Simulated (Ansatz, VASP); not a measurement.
## One calculation of BaTiO3, two programs

```
Ba Ti O
1.0
     3.97275    0.00000    0.00000
     0.00000    3.97275    0.00000
     0.00000    0.00000    4.23475
Ba Ti O
1 1 3
Direct
  0.50000 0.50000 0.59227
  0.00000 0.00000 0.11062
  0.00000 0.50000 0.06061
  0.50000 0.00000 0.06061
  0.00000 0.00000 0.53588
```

Alike in both runs: task single point; functional r2SCAN; k mesh 8 × 8 × 8; occupations gaussian, width 0.02 eV; no spin polarisation.

|  | VASP | Ansatz |
| --- | --- | --- |
| version | VASP 6.6.1 | Ansatz 0.2.0 |
| potentials or method | VASP PAW PBE potentials, release 64 (Ba_sv, Ti_sv, O), cutoff 520 eV | scalar-relativistic, plane waves, PAW |
| valence electrons in the cell | 40 | 40 |

```tsv
	VASP	Ansatz	Ansatz less VASP
gap on the k mesh at the Fermi level (eV)	2.20	2.21	+0.012
least direct gap on the mesh (eV)	2.82	2.81	-0.008
pressure (GPa)	-0.8	-2.6	-1.76
traceless stress, the component that is largest in VASP (GPa)	-0.19	-0.31	-0.119
rms of the force components (eV/Å)	0.070	0.001	-0.0697
```

VASP's potentials were made for PBE, not for r2SCAN. Atom by atom the forces differ by 0.070 eV/Å (rms over components).

Neither program's run includes spin-orbit coupling.
